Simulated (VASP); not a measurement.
# CdSiN2 (P-4m2) in VASP: vibrations by perturbation theory with PBEsol

Aim: the vibrations by perturbation theory of CdSiN2 with PBEsol.

All numbers are computed with VASP 6.6.1; they aren't measurements. Logs are shortened: lines on timing, memory, paths and dates and some standing lists are left out, and cuts for length are marked.

## Step 1: The cell of the first run

Symmetry: P-4m2, No. 115, tetragonal system. Conventional cell: a = 3.037 Å, b = 3.037 Å, c = 5.072 Å, α = 90.00°, β = 90.00°, γ = 90.00°. Cd (site symmetry -4m2) has 4 N at 2.22 Å within 2.9 Å. Within 2.4 Å of N (site symmetry 2mm) lie 2 Si at 1.78 Å and 2 Cd at 2.22 Å. Si (site symmetry -4m2) has 4 N at 1.78 Å within 2.4 Å.

## Step 2: Vibrations by perturbation theory, PBEsol

INCAR reads:

```
SYSTEM = CdSiN2
PREC = Accurate ; ENCUT = 520
EDIFF = 1E-8 ; ISMEAR = 0
SIGMA = 0.01 ; LREAL = .False.
LASPH = .True. ; NELM = 80
ALGO = Normal ; ISIF = 2
LWAVE = .False. ; LCHARG = .True.
GGA = PS ; NBANDS = 21
IBRION = 8 ; NSW = 1
LEPSILON = .True.
```

KPOINTS reads:

```
Automatic mesh
0
Gamma
  8 8 4
  0 0 0
```

POSCAR reads:

```
CdSiN2
1.0
    3.0374960171      0.0000000000      0.0000000000
    0.0000000000      3.0374960171      0.0000000000
    0.0000000000      0.0000000000      5.0723198955
Cd N Si
1 2 1
Direct
    0.0000000000      0.0000000000      0.0000000000
    0.0000000000      0.5000000000      0.3179742602
    0.5000000000      0.0000000000      0.6820257398
    0.5000000000      0.5000000000      0.5000000000
```

Potentials or basis: VASP PAW PBE potentials, release 64 (Cd, N, Si).

Command:

```sh
$ cat potpaw_PBE.64/Cd/POTCAR potpaw_PBE.64/N/POTCAR potpaw_PBE.64/Si/POTCAR > POTCAR
$ mpirun -np 1 vasp_std > vasp.out
```

OUTCAR:

```text
SYSTEM = CdSiN2
   PREC = Accurate
   ENCUT = 520
   EDIFF = 1E-8
   ISMEAR = 0
   LREAL = .False.
   LASPH = .True.
   NELM = 80
   ISIF = 2
   GGA = PS
   IBRION = 8
   NSW = 1
   LEPSILON = .True.

 ion  position               nearest neighbor table
   1  0.000  0.000  0.000-   2 2.22   3 2.22   2 2.22   3 2.22   4 3.32   4 3.32   4 3.32   4 3.32
                             4 3.32   4 3.32   4 3.32   4 3.32
   2  0.000  0.500  0.318-   4 1.78   4 1.78   1 2.22   1 2.22
   3  0.500  0.000  0.682-   4 1.78   4 1.78   1 2.22   1 2.22
   4  0.500  0.500  0.500-   2 1.78   3 1.78   3 1.78   2 1.78   1 3.32   1 3.32   1 3.32   1 3.32
                             1 3.32   1 3.32   1 3.32   1 3.32

  LATTYP: Found a simple tetragonal cell.
 ALAT       =     3.0374960171
 C/A-ratio  =     1.6699017437

  Lattice vectors:

 A1 = (   3.0374960171,   0.0000000000,   0.0000000000)
 A2 = (   0.0000000000,   3.0374960171,   0.0000000000)
 A3 = (   0.0000000000,   0.0000000000,   5.0723198955)

Analysis of symmetry for initial positions (statically):
=====================================================================
 Subroutine PRICEL returns:
 Original cell was already a primitive cell.

 Routine SETGRP: Setting up the symmetry group for a
 simple tetragonal supercell.

 Subroutine GETGRP returns: Found  8 space group operations
 (whereof  8 operations were pure point group operations)
 out of a pool of 16 trial point group operations.

The static configuration has the point symmetry D_2d.

Analysis of symmetry for dynamics (positions and initial velocities):
=====================================================================
 Subroutine PRICEL returns:
 Original cell was already a primitive cell.

 Routine SETGRP: Setting up the symmetry group for a
 simple tetragonal supercell.

 Subroutine GETGRP returns: Found  8 space group operations
 (whereof  8 operations were pure point group operations)
 out of a pool of 16 trial point group operations.

The dynamic configuration has the point symmetry D_2d.

 Subroutine INISYM returns: Found  8 space group operations
 (whereof  8 operations are pure point group operations),
 and found     1 'primitive' translations

----------------------------------------------------------------------------------------

                                     Primitive cell

  volume of cell :      46.7992

  direct lattice vectors                    reciprocal lattice vectors
     3.037496017  0.000000000  0.000000000     0.329218539  0.000000000  0.000000000
     0.000000000  3.037496017  0.000000000     0.000000000  0.329218539  0.000000000
     0.000000000  0.000000000  5.072319895     0.000000000  0.000000000  0.197148449

  length of vectors
     3.037496017  3.037496017  5.072319895     0.329218539  0.329218539  0.197148449

  position of ions in fractional coordinates (direct lattice)
     0.000000000  0.000000000  0.000000000
     0.000000000  0.500000000  0.317974260
     0.500000000  0.000000000  0.682025740
     0.500000000  0.500000000  0.500000000

  ion indices of the primitive-cell ions
   primitive index   ion index
                 1           1
                 2           2
                 3           3
                 4           4

----------------------------------------------------------------------------------------

 KPOINTS: Automatic mesh

Automatic generation of k-mesh.
 Grid dimensions read from file:
 generate k-points for:    8    8    4

 Generating k-lattice:

  Cartesian coordinates                     Fractional coordinates (reciprocal lattice)
     0.041152317  0.000000000  0.000000000     0.125000000  0.000000000  0.000000000
     0.000000000  0.041152317  0.000000000     0.000000000  0.125000000  0.000000000
     0.000000000  0.000000000  0.049287112     0.000000000  0.000000000  0.250000000

  Length of vectors
     0.041152317  0.041152317  0.049287112
[... 727 lines left out ...]

------------------------ aborting loop because EDIFF is reached ----------------------------------------

--------------------------------------- Ionic step        2  -------------------------------------------

------------------------ aborting loop because EDIFF is reached ----------------------------------------

--------------------------------------- Ionic step        3  -------------------------------------------

------------------------ aborting loop because EDIFF is reached ----------------------------------------

 PIEZOELECTRIC TENSOR FIELD DIRECTION 3  (e Angst)
 -----------------------------------------------------------------------------
     2.74798  0.00000  0.00000           (  0.10266  0.00000  0.00000)
     0.00000 -2.74585  0.00000           (  0.00000 -0.10265  0.00000)
     0.00000  0.00000 -0.00289           (  0.00000  0.00000 -0.00001)

 PIEZOELECTRIC TENSOR FIELD DIRECTION 3  (C/m^2)
 -----------------------------------------------------------------------------
     0.94077  0.00000  0.00000
     0.00000 -0.94005  0.00000
     0.00000  0.00000 -0.00099

[... ionic steps 4 to 12 ...]

--------------------------------------- Ionic step       13  -------------------------------------------

------------------------ aborting loop because EDIFF is reached ----------------------------------------

[... ionic steps 14 to 14 ...]

--------------------------------------- Ionic step       15  -------------------------------------------

 Free energy of the ion-electron system (eV)
  ---------------------------------------------------
  ---------------------------------------------------
  free energy    TOTEN  =        -0.02444302 eV

  energy without entropy =       -0.02444302

------------------------ aborting loop because EDIFF is reached ----------------------------------------

 INTERNAL STRAIN TENSOR  FOR ION    4  DIRECTION 3   (eV/Angst):
 -----------------------------------------------------------------------------
   -10.86015  0.00000  0.00000
     0.00000 10.88944  0.00000
     0.00000  0.00000  0.00682

 MACROSCOPIC STATIC DIELECTRIC TENSOR (including local field effects in DFT)
 ------------------------------------------------------
           6.526804     0.000000     0.000000
           0.000000     6.526804     0.000000
           0.000000    -0.000000     6.535625
 ------------------------------------------------------

 PIEZOELECTRIC TENSOR (including local field effects)  for field in x, y, z        (e  Angst)
          XX          YY          ZZ          XY          YZ          ZX
  --------------------------------------------------------------------------------
  x    -0.00000     0.00000     0.00000     0.00000     0.00000     2.94267
  y     0.00000     0.00000     0.00000     0.00000    -2.94267     0.00000
  z     2.74691    -2.74691     0.00000     0.00000     0.00000     0.00000

 PIEZOELECTRIC TENSOR (including local field effects)  for field in x, y, z        (C/m^2)
          XX          YY          ZZ          XY          YZ          ZX
  --------------------------------------------------------------------------------
  x    -0.00000     0.00000     0.00000     0.00000     0.00000     1.00743
  y     0.00000     0.00000     0.00000     0.00000    -1.00743     0.00000
  z     0.94041    -0.94041     0.00000     0.00000     0.00000     0.00000

 BORN EFFECTIVE CHARGES (including local field effects) (in |e|, cummulative output)
 ---------------------------------------------------------------------------------
 ion    1
    1     1.89350     0.00000    -0.00000
    2     0.00000     1.89350     0.00000
    3     0.00000     0.00000     2.47615
 ion    2
    1    -3.17176     0.00000     0.00000
    2     0.00000    -2.20635     0.00000
    3     0.00000     0.00000    -2.60194
 ion    3
    1    -2.20635     0.00000     0.00000
    2     0.00000    -3.17176     0.00000
    3     0.00000     0.00000    -2.60194
 ion    4
    1     3.48461     0.00000     0.00000
    2     0.00000     3.48461     0.00000
    3     0.00000     0.00000     2.72773

 INTERNAL STRAIN TENSOR FOR ION    4 for displacements in x,y,z  (eV/Angst):
          X           Y           Z          XY          YZ          ZX
  --------------------------------------------------------------------------------
  x     0.00000     0.00000     0.00000     0.00000     0.00000   -11.65553
  y     0.00000     0.00000     0.00000     0.00000    10.51850     0.00000
  z   -10.87479    10.87479     0.00000     0.00000     0.00000     0.00000

 SECOND DERIVATIVES (NOT SYMMETRIZED)
 ------------------------------------
               1X          1Y          1Z          2X          2Y          2Z          3X          3Y          3Z          4X          4Y          4Z
  1X    -4.432543    0.000000    0.000000   -0.069365    0.000000    0.000000    4.033273    0.000000    0.000000    0.468635    0.000000    0.000000
  1Y     0.000000   -4.432543    0.000000    0.000000    4.033273    0.000000    0.000000   -0.069365    0.000000    0.000000    0.468635    0.000000
  1Z     0.000000    0.000000  -17.590676    0.000000    0.000000    4.661044    0.000000    0.000000    4.661044    0.000000    0.000000    8.268587
  2X    -0.062178    0.000000    0.000000  -20.787228    0.000000    0.000000    3.082794    0.000000    0.000000   17.766611    0.000000    0.000000
  2Y     0.000000    4.047818    0.000000    0.000000   -9.923617    0.000000    0.000000    3.081025    0.000000    0.000000    2.794774    0.000000
  2Z     0.000000    0.000000    4.669887    0.000000    0.000000  -20.934051    0.000000    0.000000    4.411784    0.000000    0.000000   11.852379
  3X     4.047818    0.000000    0.000000    3.081025    0.000000    0.000000   -9.923617    0.000000    0.000000    2.794774    0.000000    0.000000
  3Y     0.000000   -0.062178    0.000000    0.000000    3.082794    0.000000    0.000000  -20.787228    0.000000    0.000000   17.766611    0.000000
  3Z     0.000000    0.000000    4.669887    0.000000    0.000000    4.411784    0.000000    0.000000  -20.934051    0.000000    0.000000   11.852379
  4X     0.479287    0.000000    0.000000   17.760654    0.000000    0.000000    2.792775    0.000000    0.000000  -21.032716    0.000000    0.000000
  4Y     0.000000    0.479287    0.000000    0.000000    2.792775    0.000000    0.000000   17.760654    0.000000    0.000000  -21.032716    0.000000
  4Z     0.000000    0.000000    8.279487    0.000000    0.000000   11.853708    0.000000    0.000000   11.853708    0.000000    0.000000  -31.986903

 Eigenvectors and eigenvalues of the dynamical matrix
 ----------------------------------------------------

   1 f  =   22.618876 THz   142.118592 2PiTHz  754.484503 cm-1    93.544114 meV
             X         Y         Z           dx          dy          dz
      0.000000  0.000000  0.000000    -0.006671   -0.001050    0.000000
      0.000000  1.518748  1.612867    -0.823255    0.012014    0.000000
      1.518748  0.000000  3.459453     0.076366   -0.129520   -0.000000
      1.518748  1.518748  2.536160     0.540575    0.085047   -0.000000
[... 71 lines left out ...]
  12 f/i=    0.009954 THz     0.062542 2PiTHz    0.332026 cm-1     0.041166 meV
             X         Y         Z           dx          dy          dz
      0.000000  0.000000  0.000000    -0.600629    0.555274    0.000000
      0.000000  1.518748  1.612867    -0.210953    0.195274    0.000000
      1.518748  0.000000  3.459453    -0.211224    0.195024    0.000000
      1.518748  1.518748  2.536160    -0.298839    0.276273    0.000000

--------------------------------------------------------------------------------------------------------

 MACROSCOPIC STATIC DIELECTRIC TENSOR IONIC CONTRIBUTION
 ------------------------------------------------------
           5.628874    -0.000000     0.000000
          -0.000000     5.628874     0.000000
           0.000000     0.000000     3.431536
 ------------------------------------------------------

 ELASTIC MODULI CONTR FROM IONIC RELAXATION (kBar)
 Direction    XX          YY          ZZ          XY          YZ          ZX
 --------------------------------------------------------------------------------
 XX        -524.6278    410.3985     -6.8188      0.0000      0.0000      0.0000
 YY         410.3985   -524.6278     -6.8188      0.0000     -0.0000     -0.0000
 ZZ          -6.8188     -6.8188     -0.8141      0.0000      0.0000     -0.0000
 XY           0.0000      0.0000      0.0000      0.0000      0.0000      0.0000
 YZ           0.0000     -0.0000      0.0000      0.0000   -839.6228     -0.0000
 ZX           0.0000     -0.0000     -0.0000      0.0000     -0.0000   -712.6226
 --------------------------------------------------------------------------------

 PIEZOELECTRIC TENSOR IONIC CONTR  for field in x, y, z        (C/m^2)
          XX          YY          ZZ          XY          YZ          ZX
  --------------------------------------------------------------------------------
  x    -0.00000    -0.00000    -0.00000     0.00000    -0.00000    -1.41384
  y    -0.00000    -0.00000    -0.00000     0.00000     1.60797     0.00000
  z    -1.19177     1.19177     0.00000     0.00000     0.00000     0.00000
```

Run time: 6.4 min. Hardware: 1 thread of Intel Xeon 6975P-C (Granite Rapids), shared host; peak memory 0.46 GiB.

Results:

| Quantity | Value |
| --- | --- |
| Electronic dielectric tensor (diagonal) | 6.53, 6.53, 6.54 |
| Born charges (mean of the diagonal) | Cd +2.09; N -2.66; Si +3.23 e |
| Highest phonon frequency at Γ | 754 cm⁻¹ |

Phonon frequencies in cm⁻¹ (negative: imaginary):
```
              q point                                frequencies
(0.000, 0.000, 0.000)  0 0 0 154 154 358 467 467 702 738 754 754
```

Electronic dielectric tensor:
```
6.53 0.00 0.00
0.00 6.53 0.00
0.00 0.00 6.54
```

Born effective charge tensors (e):
atom 1, Cd
```
1.89 0.00 0.00
0.00 1.89 0.00
0.00 0.00 2.48
```
atom 2, N
```
-3.17  0.00  0.00
 0.00 -2.21  0.00
 0.00  0.00 -2.60
```
atom 3, N
```
-2.21  0.00  0.00
 0.00 -3.17  0.00
 0.00  0.00 -2.60
```
atom 4, Si
```
3.48 0.00 0.00
0.00 3.48 0.00
0.00 0.00 2.73
```

Caveat: the cell stands under pressure or tension, which shifts response properties.
